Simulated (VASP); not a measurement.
# BaTiO3 (Pm-3m) in VASP: a series of runs

Runs on BaTiO3. Level: PBE. Tasks: single point.

Everything below comes from runs of VASP 6.6.1. Logs are shortened: lines on timing, memory, paths and dates and some standing lists are left out, and cuts for length are marked.

## Step 1: The cell of the first run

Symmetry: Pm-3m, No. 221, cubic system. Conventional cell: a = 3.938 Å, b = 3.938 Å, c = 3.938 Å, α = 90.00°, β = 90.00°, γ = 90.00°. Within 3.7 Å of Ba (site symmetry m-3m) lie 12 O at 2.78 Å and 8 Ti at 3.41 Å. Within 2.6 Å of Ti (site symmetry m-3m) lie 6 O at 1.97 Å. O (site symmetry 4/mmm) has 2 Ti at 1.97 Å within 2.6 Å.

## Step 2: Single point, PBE

File INCAR:

```
ALGO = Normal
EDIFF = 1E-6
ENCUT = 1340
GGA = PE
GGA_COMPAT = F
ISIF = 2
ISMEAR = 0
LASPH = T
LCHARG = F
LREAL = F
LWAVE = F
NBANDS = 28
NELM = 120
PREC = Accurate
SIGMA = 0.01
```

File KPOINTS:

```
k-points
0
Gamma
  6 6 6
```

File POSCAR:

```
BaTiO3
1.0
    3.9380885754      0.0000000000      0.0000000000
    0.0000000000      3.9380885754      0.0000000000
    0.0000000000      0.0000000000      3.9380885754
Ba Ti O
1 1 3
Direct
    0.5000000000      0.5000000000      0.5000000000
    0.0000000000      0.0000000000      0.0000000000
    0.5000000000      0.0000000000      0.0000000000
    0.0000000000      0.5000000000      0.0000000000
    0.0000000000      0.0000000000      0.5000000000
```

Potentials or basis: VASP PAW PBE potentials, release 64 (Ba_sv, Ti_sv, O_h).

Command:

```
$ cat potpaw_PBE.64/Ba_sv/POTCAR potpaw_PBE.64/Ti_sv/POTCAR potpaw_PBE.64/O_h/POTCAR > POTCAR
$ mpirun -np 1 vasp_std > vasp.out
```

OUTCAR:

```text
EDIFF = 1E-6
   ENCUT = 1340
   GGA = PE
   ISIF = 2
   ISMEAR = 0
   LASPH = T
   LREAL = F
   NELM = 120
   PREC = Accurate

 ion  position               nearest neighbor table
   1  0.500  0.500  0.500-   3 2.78   4 2.78   5 2.78   3 2.78   4 2.78   3 2.78   5 2.78   3 2.78
                             4 2.78   5 2.78   4 2.78   5 2.78   2 3.41   2 3.41   2 3.41   2 3.41
   2  0.000  0.000  0.000-   3 1.97   4 1.97   5 1.97   5 1.97   4 1.97   3 1.97   1 3.41   1 3.41
                             1 3.41   1 3.41   1 3.41   1 3.41   1 3.41   1 3.41
   3  0.500  0.000  0.000-   2 1.97   2 1.97   1 2.78   1 2.78   1 2.78   1 2.78
   4  0.000  0.500  0.000-   2 1.97   2 1.97   1 2.78   1 2.78   1 2.78   1 2.78
   5  0.000  0.000  0.500-   2 1.97   2 1.97   1 2.78   1 2.78   1 2.78   1 2.78

  LATTYP: Found a simple cubic cell.
 ALAT       =     3.9380885754

  Lattice vectors:

 A1 = (   3.9380885754,   0.0000000000,   0.0000000000)
 A2 = (   0.0000000000,   3.9380885754,   0.0000000000)
 A3 = (   0.0000000000,   0.0000000000,   3.9380885754)

Analysis of symmetry for initial positions (statically):
=====================================================================
 Subroutine PRICEL returns:
 Original cell was already a primitive cell.

 Routine SETGRP: Setting up the symmetry group for a
 simple cubic supercell.

 Subroutine GETGRP returns: Found 48 space group operations
 (whereof 48 operations were pure point group operations)
 out of a pool of 48 trial point group operations.

The static configuration has the point symmetry O_h .

Analysis of symmetry for dynamics (positions and initial velocities):
=====================================================================
 Subroutine PRICEL returns:
 Original cell was already a primitive cell.

 Routine SETGRP: Setting up the symmetry group for a
 simple cubic supercell.

 Subroutine GETGRP returns: Found 48 space group operations
 (whereof 48 operations were pure point group operations)
 out of a pool of 48 trial point group operations.

The dynamic configuration has the point symmetry O_h .

 Subroutine INISYM returns: Found 48 space group operations
 (whereof 48 operations are pure point group operations),
 and found     1 'primitive' translations

----------------------------------------------------------------------------------------

                                     Primitive cell

  volume of cell :      61.0740

  direct lattice vectors                    reciprocal lattice vectors
     3.938088575  0.000000000  0.000000000     0.253930297  0.000000000  0.000000000
     0.000000000  3.938088575  0.000000000     0.000000000  0.253930297  0.000000000
     0.000000000  0.000000000  3.938088575     0.000000000  0.000000000  0.253930297

  length of vectors
     3.938088575  3.938088575  3.938088575     0.253930297  0.253930297  0.253930297

  position of ions in fractional coordinates (direct lattice)
     0.500000000  0.500000000  0.500000000
     0.000000000  0.000000000  0.000000000
     0.500000000  0.000000000  0.000000000
     0.000000000  0.500000000  0.000000000
     0.000000000  0.000000000  0.500000000

  ion indices of the primitive-cell ions
   primitive index   ion index
                 1           1
                 2           2
                 3           3
                 4           4
                 5           5

----------------------------------------------------------------------------------------

 KPOINTS: k-points

Automatic generation of k-mesh.
 Grid dimensions read from file:
 generate k-points for:    6    6    6

 Generating k-lattice:

  Cartesian coordinates                     Fractional coordinates (reciprocal lattice)
     0.042321716  0.000000000  0.000000000     0.166666667  0.000000000  0.000000000
     0.000000000  0.042321716  0.000000000     0.000000000  0.166666667  0.000000000
     0.000000000  0.000000000  0.042321716     0.000000000  0.000000000  0.166666667

  Length of vectors
     0.042321716  0.042321716  0.042321716

  Shift w.r.t. Gamma in fractional coordinates (k-lattice)
     0.000000000  0.000000000  0.000000000

 Subroutine IBZKPT returns following result:
 ===========================================

 Found     20 irreducible k-points:

 Following reciprocal coordinates:
            Coordinates               Weight
  0.000000  0.000000  0.000000      1.000000
  0.166667  0.000000  0.000000      6.000000
  0.333333  0.000000  0.000000      6.000000
  0.500000  0.000000  0.000000      3.000000
  0.166667  0.166667  0.000000     12.000000
  0.333333  0.166667  0.000000     24.000000
[... 12 lines left out ...]
  0.500000  0.500000  0.333333      6.000000
  0.500000  0.500000  0.500000      1.000000
   k-points           NKPTS =     20   k-points in BZ     NKDIM =     20   number of bands    NBANDS=     28
   number of dos      NEDOS =    301   number of ions     NIONS =      5
   total plane-waves  NPLWV = 110592
   dimension x,y,z NGX =    48 NGY =   48 NGZ =   48
   dimension x,y,z NGXF=    96 NGYF=   96 NGZF=   96
   ions per type =               1   1   3
   NGX,Y,Z   is equivalent  to a cutoff of  20.26, 20.26, 20.26 a.u.
   NGXF,Y,Z  is equivalent  to a cutoff of  40.53, 40.53, 40.53 a.u.
 SYSTEM =  unknown system
   PREC   = accura    normal or accurate (medium, high low for compatibility)
   ISTART =      0    job   : 0-new  1-cont  2-samecut
   ICHARG =      2    charge: 1-file 2-atom 10-const
   ISPIN  =      1    spin polarized calculation?
   LNONCOLLINEAR =      F non collinear calculations
   LSORBIT =      F    spin-orbit coupling
   LASPH  =      T    aspherical Exc in radial PAW
   ENCUT  = 1340.0 eV  98.49 Ry    9.92 a.u.  11.75 11.75 11.75*2*pi/ulx,y,z
   NELM   =    120;   NELMIN=  2; NELMDL= -5     # of ELM steps
   EDIFF  = 0.1E-05   stopping-criterion for ELM
   LREAL  =      F    real-space projection
   EDIFFG = 0.1E-04   stopping-criterion for IOM
   NSW    =      0    number of steps for IOM
   IBRION =     -1    ionic relax: 0-MD 1-quasi-New 2-CG
   NFREE  =      0    steps in history (QN), initial steepest desc. (CG)
   ISIF   =      2    stress and relaxation
   ISYM   =      2    0-nonsym 1-usesym 2-fastsym
   POTIM  = 0.5000    time-step for ionic-motion
   TEBEG  =    0.0;   TEEND  =   0.0 temperature during run
   PSTRESS=    0.0 pullay stress
   NELECT =      40.0000    total number of electrons
   NUPDOWN=      -1.0000    fix difference up-down
   EMIN   =  10.00;   EMAX   =-10.00  energy-range for DOS
   EFERMI =   0.00;   METHOD = LEGACY
   ISMEAR =     0;   SIGMA  =   0.01  broadening in eV -4-tet -1-fermi 0-gaus
   EFERMI_NEDOS =   21; number of points for ismear=-14 and -15
   IALGO  =     38    algorithm
   IMIX   =      4    mixing-type and parameters
     AMIX     =   0.40;   BMIX     =  1.00
     AMIX_MAG =   1.60;   BMIX_MAG =  1.00
  volume/ion in A,a.u.               =      12.21        82.43
  Fermi-wavevector in a.u.,A,eV,Ry     =   1.421705  2.686632 27.500691  2.021244
  Thomas-Fermi vector in A             =   2.542486
   LORBIT       =      0    0 simple, 1 ext, 2 COOP (PROOUT), +10 PAW based schemes
   GGA     = PE    functional components
   LHFCALC =     F    Hartree Fock is set to
   AEXX    =    0.0000 exact exchange contribution
   IVDW    =     0    specifies the selected vdW correction
   LEPSILON=     F    determine dielectric tensor
   LRPA    =     F    only Hartree local field effects (RPA)
 non-spin polarized calculation
 Gauss-broadening in eV      SIGMA  =   0.01
  energy-cutoff  :     1340.00
  volume of cell :       61.07
 maximum number of plane-waves:      6859
 NGX is ok and might be reduce to    48
   NGX = 23   NGY = 23   NGZ = 23

 number of electron      40.0000004 magnetization

 Free energy of the ion-electron system (eV)
  ---------------------------------------------------
  ext. energy  EPLUGINS =         0.00000000
  ---------------------------------------------------
  free energy    TOTEN  =       -39.82964524 eV

  energy without entropy =      -39.82964524  energy(sigma->0) =      -39.82964524

 E-fermi :   4.7967     XC(G=0): -11.5227

 val. band max:        4.5917214954   @ k =   0.5000   0.5000   0.5000
 cond. band min:       6.4364521821   @ k =   0.0000   0.0000   0.0000
 fundamental gap:      1.8447306867
 Fermi energy:         4.7967067093

 k-point     1 :       0.0000    0.0000    0.0000
  band No.  band energies     occupation
      1     -51.8364      2.00000
      2     -28.0755      2.00000
      3     -28.0755      2.00000
      4     -28.0755      2.00000
      5     -20.1133      2.00000
      6     -12.4039      2.00000
[... 20 lines left out ...]
     27       9.7023      0.00000
     28      12.5386      0.00000

 k-point     2 :       0.1667    0.0000    0.0000
  band No.  band energies     occupation
      1     -51.8361      2.00000
      2     -28.0923      2.00000
      3     -28.0748      2.00000
      4     -28.0748      2.00000
      5     -20.0752      2.00000
      6     -12.4432      2.00000
[... 20 lines left out ...]
     27      10.2752      0.00000
     28      13.2278      0.00000

 k-point     3 :       0.3333    0.0000    0.0000
  band No.  band energies     occupation
      1     -51.8354      2.00000
      2     -28.1257      2.00000
      3     -28.0735      2.00000
      4     -28.0735      2.00000
      5     -19.9970      2.00000
      6     -12.6215      2.00000
[... 20 lines left out ...]
     27      11.6198      0.00000
     28      13.1006      0.00000

 k-point     4 :       0.5000    0.0000    0.0000
  band No.  band energies     occupation
      1     -51.8351      2.00000
      2     -28.1423      2.00000
      3     -28.0728      2.00000
      4     -28.0728      2.00000
      5     -19.9567      2.00000
      6     -12.7315      2.00000
[... 20 lines left out ...]
     27      12.4721      0.00000
     28      12.9967      0.00000

 k-point     5 :       0.1667    0.1667    0.0000
  band No.  band energies     occupation
      1     -51.8358      2.00000
      2     -28.0920      2.00000
      3     -28.0911      2.00000
      4     -28.0742      2.00000
      5     -20.0406      2.00000
      6     -12.4267      2.00000
[... 20 lines left out ...]
     27      10.8222      0.00000
     28      13.4071      0.00000

 k-point     6 :       0.3333    0.1667    0.0000
  band No.  band energies     occupation
      1     -51.8351      2.00000
      2     -28.1247      2.00000
      3     -28.0899      2.00000
      4     -28.0729      2.00000
      5     -19.9697      2.00000
      6     -12.5118      2.00000
[... 339 lines left out ...]
      5     -19.8449      2.00000
      6     -11.9234      2.00000
[... 20 lines left out ...]
     27      12.7061      0.00000
     28      12.7178      0.00000

 k-point    18 :       0.5000    0.3333    0.3333
  band No.  band energies     occupation
      1     -51.8332      2.00000
      2     -28.1360      2.00000
      3     -28.1194      2.00000
      4     -28.1190      2.00000
      5     -19.8213      2.00000
      6     -11.8112      2.00000
[... 20 lines left out ...]
     27      12.5709      0.00000
     28      12.7133      0.00000

 k-point    19 :       0.5000    0.5000    0.3333
  band No.  band energies     occupation
      1     -51.8329      2.00000
      2     -28.1351      2.00000
      3     -28.1351      2.00000
      4     -28.1184      2.00000
      5     -19.7995      2.00000
      6     -11.6136      2.00000
[... 20 lines left out ...]
     27      12.3641      0.00000
     28      12.8086      0.00000

 k-point    20 :       0.5000    0.5000    0.5000
  band No.  band energies     occupation
      1     -51.8325      2.00000
      2     -28.1342      2.00000
      3     -28.1342      2.00000
      4     -28.1342      2.00000
      5     -19.7785      2.00000
      6     -11.4415      2.00000
[... 20 lines left out ...]
     27      12.8088      0.00000
     28      12.8088      0.00000

------------------------ aborting loop because EDIFF is reached ----------------------------------------

  FORCE on cell =-STRESS in cart. coord.  units (eV):
  Direction    XX          YY          ZZ          XY          YZ          ZX
  --------------------------------------------------------------------------------------
  -------------------------------------------------------------------------------------
  Total        5.1134286      5.1134286      5.1134286      0.0000000      0.0000000     -0.0000000
  in kB      134.1424829    134.1424829    134.1424829      0.0000000      0.0000000     -0.0000000
  external PRESSURE =     134.1424829 kB  Pullay stress =       0.0000000 kB

 VOLUME and BASIS-vectors are now :
 -----------------------------------------------------------------------------
  energy-cutoff  :     1340.00
  volume of cell :       61.07
      direct lattice vectors                 reciprocal lattice vectors
     3.938088575  0.000000000  0.000000000     0.253930297  0.000000000  0.000000000
     0.000000000  3.938088575  0.000000000     0.000000000  0.253930297  0.000000000
     0.000000000  0.000000000  3.938088575     0.000000000  0.000000000  0.253930297

 POSITION                                       TOTAL-FORCE (eV/Angst)
 -----------------------------------------------------------------------------------
      1.96904      1.96904      1.96904         0.000000      0.000000      0.000000
      0.00000      0.00000      0.00000         0.000000      0.000000      0.000000
      1.96904      0.00000      0.00000         0.000000      0.000000      0.000000
      0.00000      1.96904      0.00000         0.000000      0.000000      0.000000
      0.00000      0.00000      1.96904         0.000000      0.000000      0.000000
 -----------------------------------------------------------------------------------
    total drift:                                0.000000      0.000000      0.000000

  FREE ENERGIE OF THE ION-ELECTRON SYSTEM (eV)
  ---------------------------------------------------
  free  energy   TOTEN  =       -39.8296452373 eV

  energy  without entropy=      -39.8296452373  energy(sigma->0) =      -39.82964524
```

Wall time 95 s (1 thread of Intel Xeon Platinum 8488C (Sapphire Rapids), shared host); peak memory 0.41 GiB.

Results:

```yaml
Free_energy: -39.8296 eV
Pressure: 13.4 GPa
Band_gap_on_the_k_mesh: 1.84 eV (least direct gap 1.94 eV)
```

Caveat: the cell stands under pressure; spin-orbit coupling is left out, which moves the levels of the heavy elements. A hybrid or GW would open this gap; PBE tends to underestimate it.

## Step 3: Single point, PBE

This run uses another cell than the first one, of 12.54 Å³/atom.

File INCAR:

```
ALGO     = Normal         # electronic algorithm
EDIFF    = 1E-6           # SCF threshold, eV
ENCUT    = 1340           # plane-wave cutoff, eV
GGA      = PE             # functional
GGA_COMPAT= False        
ISIF     = 2              # what is computed and relaxed
ISMEAR   = 0              # smearing method
LASPH    = True           # aspherical terms in the spheres
LCHARG   = False          # write CHGCAR
LREAL    = False          # projectors in reciprocal space
LWAVE    = False          # write WAVECAR
NBANDS   = 28             # bands
NELM     = 120            # most SCF steps
PREC     = Accurate       # precision mode
SIGMA    = 0.01           # smearing width, eV
```

KPOINTS is that of step 2.

POSCAR: that of step 2 with these lines changed.

```diff
@@ -2,5 +2,5 @@
 1.0
-    3.9380885754      0.0000000000      0.0000000000
-    0.0000000000      3.9380885754      0.0000000000
-    0.0000000000      0.0000000000      3.9380885754
+    3.9723345428      0.0000000000      0.0000000000
+    0.0000000000      3.9723345428      0.0000000000
+    0.0000000000      0.0000000000      3.9723345428
 Ba Ti O
```

Potentials or basis: VASP PAW PBE potentials, release 64 (Ba_sv, Ti_sv, O_h).

Command:

```
$ cat potpaw_PBE.64/Ba_sv/POTCAR potpaw_PBE.64/Ti_sv/POTCAR potpaw_PBE.64/O_h/POTCAR > POTCAR
$ mpirun -np 1 vasp_std > vasp.out
```

Wall time 2.5 min (1 thread of Intel Xeon Platinum 8175M at 2.50GHz (Skylake/Cascade Lake), shared host); peak memory 0.42 GiB.

It converged, with:

```
Free energy            : -39.9390 eV
Pressure               : 8.0 GPa
Band gap on the k mesh : 1.79 eV (least direct gap 1.92 eV)
```

Levels at points of the mesh, in eV from the valence-band top:
| k point | band 17 | band 18 | band 19 | band 20 | band 21 | band 22 | band 23 | band 24 |
| --- | --- | --- | --- | --- | --- | --- | --- | --- |
| (0.00, 0.00, 0.00) | -1.13 | -0.12 | -0.12 | -0.12 | 1.79 | 1.79 | 1.79 | 4.06 |
| (0.50, 0.00, 0.00) | -1.85 | -1.85 | -0.71 | -0.71 | 1.96 | 3.60 | 3.60 | 4.07 |
| (0.50, 0.50, 0.00) | -1.70 | -0.86 | -0.86 | -0.09 | 3.61 | 3.61 | 4.03 | 4.95 |
| (0.50, 0.50, 0.50) | -2.39 | 0.00 | 0.00 | 0.00 | 4.30 | 4.30 | 4.30 | 6.83 |

Caveat: the cell stands under pressure; spin-orbit coupling is left out, which moves the levels of the heavy elements. A k mesh can miss the band edges.

## Step 4: Single point, PBE

This run uses another cell than the first one, of 11.89 Å³/atom.

File INCAR:

```
SYSTEM = BaTiO3
  PREC = Accurate
  ENCUT = 1340
  EDIFF = 1E-6
  ISMEAR = 0
  SIGMA = 0.01
  LREAL = .FALSE.
  LASPH = .TRUE.
  NELM = 120
  ALGO = Normal
  ISIF = 2
  LWAVE = .FALSE.
  LCHARG = .FALSE.
  GGA = PE
  NBANDS = 28
  GGA_COMPAT = .FALSE.
```

File KPOINTS:

```
regular mesh
0
G
  6 6 6
  0 0 0
```

POSCAR: that of step 3 with these lines changed.

```diff
@@ -2,5 +2,5 @@
 1.0
-    3.9723345428      0.0000000000      0.0000000000
-    0.0000000000      3.9723345428      0.0000000000
-    0.0000000000      0.0000000000      3.9723345428
+    3.9032364062      0.0000000000      0.0000000000
+    0.0000000000      3.9032364062      0.0000000000
+    0.0000000000      0.0000000000      3.9032364062
 Ba Ti O
```

Command:

```
$ cat potpaw_PBE.64/Ba_sv/POTCAR potpaw_PBE.64/Ti_sv/POTCAR potpaw_PBE.64/O_h/POTCAR > POTCAR
$ mpirun -np 1 vasp_std > vasp.out
```

It took 83 s on 1 thread of AMD EPYC 9R45 (Zen 5), shared host; peak memory 0.38 GiB.

Results (log left out):

```yaml
Free_energy: -39.6620 eV
Pressure: 19.6 GPa
Band_gap_on_the_k_mesh: 1.90 eV (least direct gap 1.96 eV)
```

Levels at points of the mesh, in eV from the valence-band top:
| k point | band 17 | band 18 | band 19 | band 20 | band 21 | band 22 | band 23 | band 24 |
| --- | --- | --- | --- | --- | --- | --- | --- | --- |
| (0.00, 0.00, 0.00) | -1.22 | -0.06 | -0.06 | -0.06 | 1.90 | 1.90 | 1.90 | 4.43 |
| (0.50, 0.00, 0.00) | -1.91 | -1.91 | -0.70 | -0.70 | 2.09 | 3.88 | 3.88 | 4.46 |
| (0.50, 0.50, 0.00) | -1.67 | -0.82 | -0.82 | -0.10 | 3.89 | 3.89 | 4.33 | 5.41 |
| (0.50, 0.50, 0.50) | -2.35 | 0.00 | 0.00 | 0.00 | 4.65 | 4.65 | 4.65 | 7.08 |

Caveat: the cell stands under pressure; spin-orbit coupling is left out, which moves the levels of the heavy elements.

## Step 5: Summary

```tsv
cell	gap on the mesh (eV)	pressure (GPa)
a = 3.938 Å, 5 atoms	1.84	13.4
a = 3.972 Å, 5 atoms	1.79	8.0
a = 3.903 Å, 5 atoms	1.90	19.6
```

Alike in all rows: task single point; level PBE; potentials or basis VASP PAW PBE potentials, release 64 (Ba_sv, Ti_sv, O_h); no spin polarisation; k mesh 6 × 6 × 6; cutoff (eV) 1340; smearing gaussian 0.01 eV.

Caveats: the cell stands under pressure; spin-orbit coupling is left out, which moves the levels of the heavy elements.

Absolute energies hang on the potentials; compare differences alone.
